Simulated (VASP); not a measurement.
# SrCl2 (Imm2) in VASP: a series of runs

SrCl2 is run at these levels: r2SCAN; tasks: single point.

Program: VASP 6.6.1. These are calculated values, not measurements. Logs are shortened: lines on timing, memory, paths and dates and some standing lists are left out, and cuts for length are marked.

## Step 1: The cell of the first run

The structure is orthorhombic, space group Imm2 (No. 44). Conventional cell: a = 4.929 Å, b = 6.971 Å, c = 4.929 Å, α = 90.00°, β = 90.00°, γ = 90.00°. Within 3.9 Å of Sr (site symmetry mm2) lie 8 Cl at 2.96 to 3.08 Å. Within 3.9 Å of Cl (site symmetry m) lie 4 Sr at 2.96 to 3.08 Å and 6 Cl at 3.49 Å.

## Step 2: Single point, r2SCAN (all Cl atoms moved +0.075 Å, as atom 2 along Cartesian [1 -1 0])

File POSCAR:

```
SrCl2
1.0
    0.0000000000      3.4855000000      3.4855000000
    3.4855000000      0.0000000000      3.4855000000
    3.4855000000      3.4855000000      0.0000000000
Sr Cl
1 2
Direct
    0.0000000000      0.0000000000      0.0000000000
    0.2347846769      0.2652153231      0.2500000000
    0.7347846769      0.7652153231      0.7500000000
```

File INCAR.step1:

```
SYSTEM = SrCl2
ALGO = Normal
EDIFF = 1E-4
ENCUT = 520
GGA = PE
ISMEAR = 0
LASPH = .TRUE.
LCHARG = .FALSE.
LREAL = .FALSE.
LWAVE = .TRUE.
NBANDS = 19
NELM = 100
PREC = Accurate
SIGMA = 0.05
```

File INCAR.step2:

```
SYSTEM = SrCl2
ALGO = Normal
EDIFF = 1E-6
ENCUT = 520
ISIF = 2
ISMEAR = 0
ISTART = 1
LASPH = .TRUE.
LCHARG = .FALSE.
LMIXTAU = .TRUE.
LREAL = .FALSE.
LWAVE = .FALSE.
METAGGA = R2SCAN
NBANDS = 19
NELM = 100
PREC = Accurate
SIGMA = 0.05
```

File KPOINTS:

```
k-points
0
G
  6 6 6
  0 0 0
```

Potentials or basis: VASP PAW PBE potentials, release 64 (Sr_sv, Cl).

Started as:

```bash
$ cat potpaw_PBE.64/Sr_sv/POTCAR potpaw_PBE.64/Cl/POTCAR > POTCAR
$ cp INCAR.step1 INCAR
$ mpirun -np 1 vasp_std > vasp.out
$ cp INCAR.step2 INCAR
$ mpirun -np 1 vasp_std > vasp.out
```

OUTCAR:

```text
SYSTEM = SrCl2
   EDIFF = 1E-6
   ENCUT = 520
   ISIF = 2
   ISMEAR = 0
   ISTART = 1
   LASPH = .TRUE.
   LREAL = .FALSE.
   METAGGA = R2SCAN
   NELM = 100
   PREC = Accurate

 ion  position               nearest neighbor table
   1  0.000  0.000  0.000-   3 2.96   2 2.96   2 3.02   3 3.02   2 3.02   3 3.02   3 3.08   2 3.08

   2  0.235  0.265  0.250-   1 2.96   1 3.02   1 3.02   1 3.08
   3  0.735  0.765  0.750-   1 2.96   1 3.02   1 3.02   1 3.08

  LATTYP: Found a face centered cubic cell.
 ALAT       =     6.9710000000

  Lattice vectors:

 A1 = (   0.0000000000,   3.4855000000,   3.4855000000)
 A2 = (   3.4855000000,   0.0000000000,   3.4855000000)
 A3 = (   3.4855000000,   3.4855000000,   0.0000000000)

Analysis of symmetry for initial positions (statically):
=====================================================================
 Subroutine PRICEL returns:
 Original cell was already a primitive cell.

 Routine SETGRP: Setting up the symmetry group for a
 face centered cubic supercell.

 Subroutine GETGRP returns: Found  4 space group operations
 (whereof  4 operations were pure point group operations)
 out of a pool of 48 trial point group operations.

The static configuration has the point symmetry C_2v.

Analysis of symmetry for dynamics (positions and initial velocities):
=====================================================================
 Subroutine PRICEL returns:
 Original cell was already a primitive cell.

 Routine SETGRP: Setting up the symmetry group for a
 face centered cubic supercell.

 Subroutine GETGRP returns: Found  4 space group operations
 (whereof  4 operations were pure point group operations)
 out of a pool of 48 trial point group operations.

The dynamic configuration has the point symmetry C_2v.

 Subroutine INISYM returns: Found  4 space group operations
 (whereof  4 operations are pure point group operations),
 and found     1 'primitive' translations

----------------------------------------------------------------------------------------

                                     Primitive cell

  volume of cell :      84.6887

  direct lattice vectors                    reciprocal lattice vectors
     0.000000000  3.485500000  3.485500000    -0.143451442  0.143451442  0.143451442
     3.485500000  0.000000000  3.485500000     0.143451442 -0.143451442  0.143451442
     3.485500000  3.485500000  0.000000000     0.143451442  0.143451442 -0.143451442

  length of vectors
     4.929241372  4.929241372  4.929241372     0.248465185  0.248465185  0.248465185

  position of ions in fractional coordinates (direct lattice)
     0.000000000  0.000000000  0.000000000
     0.234784677  0.265215323  0.250000000
     0.734784677  0.765215323  0.750000000

  ion indices of the primitive-cell ions
   primitive index   ion index
                 1           1
                 2           2
                 3           3

----------------------------------------------------------------------------------------

 KPOINTS: k-points

Automatic generation of k-mesh.
 Grid dimensions read from file:
 generate k-points for:    6    6    6

 Generating k-lattice:

  Cartesian coordinates                     Fractional coordinates (reciprocal lattice)
    -0.023908574  0.023908574  0.023908574     0.166666667  0.000000000  0.000000000
     0.023908574 -0.023908574  0.023908574     0.000000000  0.166666667  0.000000000
     0.023908574  0.023908574 -0.023908574     0.000000000  0.000000000  0.166666667

  Length of vectors
     0.041410864  0.041410864  0.041410864

  Shift w.r.t. Gamma in fractional coordinates (k-lattice)
     0.000000000  0.000000000  0.000000000

 Subroutine IBZKPT returns following result:
 ===========================================

 Found     46 irreducible k-points:

 Following reciprocal coordinates:
            Coordinates               Weight
  0.000000  0.000000  0.000000      1.000000
  0.166667  0.000000  0.000000      4.000000
  0.000000  0.000000  0.166667      4.000000
  0.333333  0.000000  0.000000      4.000000
  0.000000  0.000000  0.333333      4.000000
  0.500000  0.000000  0.000000      2.000000
[... 16 lines left out ...]
  0.000000 -0.166667  0.166667      8.000000
  0.166667  0.166667  0.333333      2.000000
 [... further k-points ...]
   k-points           NKPTS =     46   k-points in BZ     NKDIM =     46   number of bands    NBANDS=     19
   number of dos      NEDOS =    301   number of ions     NIONS =      3
   total plane-waves  NPLWV =  64000
   dimension x,y,z NGX =    40 NGY =   40 NGZ =   40
   dimension x,y,z NGXF=    80 NGYF=   80 NGZF=   80
   ions per type =               1   2
   NGX,Y,Z   is equivalent  to a cutoff of  13.49, 13.49, 13.49 a.u.
   NGXF,Y,Z  is equivalent  to a cutoff of  26.98, 26.98, 26.98 a.u.
 SYSTEM =  SrCl2
   PREC   = accura    normal or accurate (medium, high low for compatibility)
   ISTART =      1    job   : 0-new  1-cont  2-samecut
   ICHARG =      0    charge: 1-file 2-atom 10-const
   ISPIN  =      1    spin polarized calculation?
   LNONCOLLINEAR =      F non collinear calculations
   LSORBIT =      F    spin-orbit coupling
   LASPH  =      T    aspherical Exc in radial PAW
   ENCUT  =  520.0 eV  38.22 Ry    6.18 a.u.   9.17  9.17  9.17*2*pi/ulx,y,z
   NELM   =    100;   NELMIN=  2; NELMDL=  0     # of ELM steps
   EDIFF  = 0.1E-05   stopping-criterion for ELM
   LREAL  =      F    real-space projection
   EDIFFG = 0.1E-04   stopping-criterion for IOM
   NSW    =      0    number of steps for IOM
   IBRION =     -1    ionic relax: 0-MD 1-quasi-New 2-CG
   NFREE  =      0    steps in history (QN), initial steepest desc. (CG)
   ISIF   =      2    stress and relaxation
   ISYM   =      2    0-nonsym 1-usesym 2-fastsym
   POTIM  = 0.5000    time-step for ionic-motion
   TEBEG  =    0.0;   TEEND  =   0.0 temperature during run
   PSTRESS=    0.0 pullay stress
   NELECT =      24.0000    total number of electrons
   NUPDOWN=      -1.0000    fix difference up-down
   EMIN   =  10.00;   EMAX   =-10.00  energy-range for DOS
   EFERMI =   0.00;   METHOD = LEGACY
   ISMEAR =     0;   SIGMA  =   0.05  broadening in eV -4-tet -1-fermi 0-gaus
   EFERMI_NEDOS =   21; number of points for ismear=-14 and -15
   IALGO  =     38    algorithm
   IMIX   =      4    mixing-type and parameters
     AMIX     =   0.40;   BMIX     =  1.00
     AMIX_MAG =   1.60;   BMIX_MAG =  1.00
  volume/ion in A,a.u.               =      28.23       190.50
  Fermi-wavevector in a.u.,A,eV,Ry     =   1.075318  2.032056 15.732530  1.156308
  Thomas-Fermi vector in A             =   2.211171
   LORBIT       =      0    0 simple, 1 ext, 2 COOP (PROOUT), +10 PAW based schemes
   METAGGA = R2SCAN    functional components
   LHFCALC =     F    Hartree Fock is set to
   AEXX    =    0.0000 exact exchange contribution
   IVDW    =     0    specifies the selected vdW correction
   LEPSILON=     F    determine dielectric tensor
   LRPA    =     F    only Hartree local field effects (RPA)
 non-spin polarized calculation
 Gauss-broadening in eV      SIGMA  =   0.05
  energy-cutoff  :      520.00
  volume of cell :       84.69
 maximum number of plane-waves:      2301
 NGX is ok and might be reduce to    40
   NGX = 19   NGY = 19   NGZ = 19

 number of electron      24.0000001 magnetization

 Free energy of the ion-electron system (eV)
  ---------------------------------------------------
  ext. energy  EPLUGINS =         0.00000000
  ---------------------------------------------------
  free energy    TOTEN  =       -35.68679211 eV

  energy without entropy =      -35.68679211  energy(sigma->0) =      -35.68679211

 E-fermi :   0.0785     XC(G=0):  -8.7781

 val. band max:       -0.1995678619   @ k =   0.5000   0.5000   0.0000
 cond. band min:       5.7699172627   @ k =   0.0000   0.0000   0.0000
 fundamental gap:      5.9694851246
 Fermi energy:         0.0785384026

 k-point     1 :       0.0000    0.0000    0.0000
  band No.  band energies     occupation
      1     -34.1428      2.00000
      2     -15.5193      2.00000
      3     -15.5152      2.00000
      4     -15.5145      2.00000
      5     -14.0981      2.00000
      6     -13.2232      2.00000
[... 11 lines left out ...]
     18       9.4235      0.00000
     19       9.8912      0.00000

 k-point     2 :       0.1667    0.0000    0.0000
  band No.  band energies     occupation
      1     -34.1419      2.00000
      2     -15.6203      2.00000
      3     -15.5195      2.00000
      4     -15.5180      2.00000
      5     -13.9334      2.00000
      6     -13.2806      2.00000
[... 11 lines left out ...]
     18       9.2260      0.00000
     19      10.3166      0.00000

 k-point     3 :       0.0000    0.0000    0.1667
  band No.  band energies     occupation
      1     -34.1419      2.00000
      2     -15.6183      2.00000
      3     -15.5211      2.00000
      4     -15.5185      2.00000
      5     -13.9333      2.00000
      6     -13.2806      2.00000
[... 11 lines left out ...]
     18       9.2167      0.00000
     19      10.2518      0.00000

 k-point     4 :       0.3333    0.0000    0.0000
  band No.  band energies     occupation
      1     -34.1402      2.00000
      2     -15.7744      2.00000
      3     -15.5270      2.00000
      4     -15.5250      2.00000
      5     -13.7134      2.00000
      6     -13.3252      2.00000
[... 11 lines left out ...]
     18       9.1086      0.00000
     19       9.5998      0.00000

 k-point     5 :       0.0000    0.0000    0.3333
  band No.  band energies     occupation
      1     -34.1402      2.00000
      2     -15.7717      2.00000
      3     -15.5297      2.00000
      4     -15.5254      2.00000
      5     -13.7114      2.00000
      6     -13.3269      2.00000
[... 11 lines left out ...]
     18       9.1114      0.00000
     19       9.5686      0.00000

 k-point     6 :       0.5000    0.0000    0.0000
  band No.  band energies     occupation
      1     -34.1394      2.00000
      2     -15.8363      2.00000
      3     -15.5308      2.00000
      4     -15.5285      2.00000
      5     -13.6888      2.00000
      6     -13.2725      2.00000
[... 11 lines left out ...]
     18       9.1542      0.00000
     19       9.4696      0.00000

 k-point     7 :       0.0000    0.0000    0.5000
  band No.  band energies     occupation
      1     -34.1394      2.00000
      2     -15.8333      2.00000
      3     -15.5341      2.00000
      4     -15.5289      2.00000
      5     -13.6852      2.00000
      6     -13.2755      2.00000
[... 11 lines left out ...]
     18       9.1556      0.00000
     19       9.4678      0.00000

 k-point     8 :       0.1667    0.1667    0.0000
  band No.  band energies     occupation
      1     -34.1416      2.00000
      2     -15.6444      2.00000
      3     -15.5261      2.00000
      4     -15.5228      2.00000
      5     -13.8729      2.00000
      6     -13.3042      2.00000
[... 256 lines left out ...]
 k-point    20 :       0.1667    0.0000   -0.3333
  band No.  band energies     occupation
      1     -34.1394      2.00000
      2     -15.7819      2.00000
      3     -15.6045      2.00000
      4     -15.5294      2.00000
      5     -13.5891      2.00000
      6     -13.3485      2.00000
[... 11 lines left out ...]
     18       9.2116      0.00000
     19       9.7308      0.00000

 k-point    21 :       0.1667    0.1667    0.5000
  band No.  band energies     occupation
      1     -34.1394      2.00000
      2     -15.7815      2.00000
      3     -15.6033      2.00000
      4     -15.5310      2.00000
      5     -13.5892      2.00000
      6     -13.3484      2.00000
[... 11 lines left out ...]
     18       9.2159      0.00000
     19       9.7258      0.00000

 k-point    22 :      -0.1667    0.1667    0.0000
  band No.  band energies     occupation
      1     -34.1408      2.00000
      2     -15.7058      2.00000
      3     -15.5553      2.00000
      4     -15.5209      2.00000
      5     -13.7384      2.00000
      6     -13.3475      2.00000
[... 11 lines left out ...]
     18       9.4433      0.00000
     19      10.4056      0.00000

 k-point    23 :       0.0000   -0.1667    0.1667
  band No.  band energies     occupation
      1     -34.1408      2.00000
      2     -15.7050      2.00000
      3     -15.5556      2.00000
      4     -15.5218      2.00000
      5     -13.7387      2.00000
      6     -13.3465      2.00000
[... 11 lines left out ...]
     18       9.4402      0.00000
     19      10.3544      0.00000

 k-point    24 :       0.1667    0.1667    0.3333
  band No.  band energies     occupation
      1     -34.1408      2.00000
      2     -15.7032      2.00000
      3     -15.5555      2.00000
      4     -15.5233      2.00000
      5     -13.7388      2.00000
      6     -13.3471      2.00000
[... 11 lines left out ...]
     18       9.4628      0.00000
     19      10.2636      0.00000

 [... further k-points ...]
[... 5 lines left out ...]
  --------------------------------------------------------------------------------------
  -------------------------------------------------------------------------------------
  Total        0.2597126      0.2597126      0.2711139     -0.0386830      0.0000000      0.0000000
  in kB        4.9133580      4.9133580      5.1290530     -0.7318217      0.0000000      0.0000000
  external PRESSURE =       4.9852563 kB  Pullay stress =       0.0000000 kB

 VOLUME and BASIS-vectors are now :
 -----------------------------------------------------------------------------
  energy-cutoff  :      520.00
  volume of cell :       84.69
      direct lattice vectors                 reciprocal lattice vectors
     0.000000000  3.485500000  3.485500000    -0.143451442  0.143451442  0.143451442
     3.485500000  0.000000000  3.485500000     0.143451442 -0.143451442  0.143451442
     3.485500000  3.485500000  0.000000000     0.143451442  0.143451442 -0.143451442

 POSITION                                       TOTAL-FORCE (eV/Angst)
 -----------------------------------------------------------------------------------
      0.00000      0.00000      0.00000         0.161763     -0.161763     -0.000000
      1.79578      1.68972      1.74275        -0.080881      0.080881     -0.016655
      5.28128      5.17522      5.22825        -0.080881      0.080881      0.016655
 -----------------------------------------------------------------------------------
    total drift:                               -0.000817      0.000817      0.000000

  FREE ENERGIE OF THE ION-ELECTRON SYSTEM (eV)
  ---------------------------------------------------
  free  energy   TOTEN  =       -35.6867921128 eV

  energy  without entropy=      -35.6867921128  energy(sigma->0) =      -35.68679211
```

It took 5.8 min on 1 thread of Intel Xeon Platinum 8175M at 2.50GHz (Skylake/Cascade Lake), shared host; peak memory 0.29 GiB.

What came out:

```yaml
Free_energy: -35.6868 eV
Pressure: 0.5 GPa
Largest_force: 0.229 eV/Å
Band_gap_on_the_k_mesh: 5.97 eV, indirect (least direct gap 5.99 eV)
```

Forces on the atoms (eV/Å):
```
Sr   0.162 -0.162  0.000
Cl  -0.081  0.081 -0.017
Cl  -0.081  0.081  0.017
```

Stress tensor (GPa, compression positive):
```
 0.49 -0.07  0.00
-0.07  0.49  0.00
 0.00  0.00  0.51
```

Caveat: the cell differs from its parent crystal (all Cl atoms moved +0.075 Å, as atom 2 along Cartesian [1 -1 0]); the PAW data sets were made with another functional, which shifts forces and pressure a little.

## Step 3: Single point, r2SCAN (all Cl atoms moved +0.087 Å, as atom 2 along Cartesian [1 -1 0])

File POSCAR:

```
SrCl2
1.0
    0.0000000000      3.4855000000      3.4855000000
    3.4855000000      0.0000000000      3.4855000000
    3.4855000000      3.4855000000      0.0000000000
Sr Cl
1 2
Direct
    0.0000000000      0.0000000000      0.0000000000
    0.2322487897      0.2677512103      0.2500000000
    0.7322487897      0.7677512103      0.7500000000
```

File INCAR.step1:

```
PREC = Accurate
ENCUT = 520
ISMEAR = 0
SIGMA = 0.05
LREAL = False
LASPH = True
NELM = 100
NBANDS = 19
GGA = PE
ALGO = Normal
EDIFF = 1E-4
LWAVE = True
LCHARG = False
```

File INCAR.step2:

```
PREC = Accurate
ENCUT = 520
EDIFF = 1E-6
ISMEAR = 0
SIGMA = 0.05
LREAL = False
LASPH = True
NELM = 100
ALGO = Normal
ISIF = 2
LWAVE = False
LCHARG = False
METAGGA = R2SCAN
LMIXTAU = True
NBANDS = 19
ISTART = 1
```

File KPOINTS:

```
regular mesh
0
Gamma
  6 6 6
```

Potentials or basis: VASP PAW PBE potentials, release 64 (Sr_sv, Cl).

Started as:

```bash
$ cat potpaw_PBE.64/Sr_sv/POTCAR potpaw_PBE.64/Cl/POTCAR > POTCAR
$ cp INCAR.step1 INCAR
$ mpirun -np 1 vasp_std > vasp.out
$ cp INCAR.step2 INCAR
$ mpirun -np 1 vasp_std > vasp.out
```

Run time: 5.4 min. Hardware: 1 thread of Intel Xeon Platinum 8175M at 2.50GHz (Skylake/Cascade Lake), shared host; peak memory 0.29 GiB.

The run converged. Its results:

| Quantity | Value |
| --- | --- |
| Free energy | -35.6837 eV |
| Pressure | 0.5 GPa |
| Largest force | 0.268 eV/Å |
| Band gap on the k mesh | 5.97 eV, indirect (least direct gap 5.98 eV) |

Forces in eV/Å, atoms in the order of the input:
```
Sr   0.189 -0.189  0.000
Cl  -0.095  0.095 -0.022
Cl  -0.095  0.095  0.022
```

Stress tensor (GPa, compression positive):
```
 0.51 -0.10  0.00
-0.10  0.51  0.00
 0.00  0.00  0.54
```

Levels at points of the mesh, in eV from the valence-band top:
```tsv
k point	band 10	band 11	band 12	band 13	band 14	band 15
(0.00, 0.00, 0.00)	-0.36	-0.36	-0.36	5.97	6.69	6.70
(0.50, 0.00, 0.00)	-1.35	-1.08	-1.08	7.29	7.29	7.99
(0.00, 0.00, 0.50)	-1.35	-1.08	-1.08	7.28	7.29	8.24
(0.50, 0.50, 0.00)	-0.43	-0.41	0.00	5.98	7.78	8.21
(0.00, 0.50, 0.50)	-0.42	-0.41	-0.01	5.99	7.80	8.20
```

Caveat: the cell differs from its parent crystal (all Cl atoms moved +0.087 Å, as atom 2 along Cartesian [1 -1 0]); the PAW data sets were made with another functional, which shifts forces and pressure a little. A k mesh can miss the band edges.
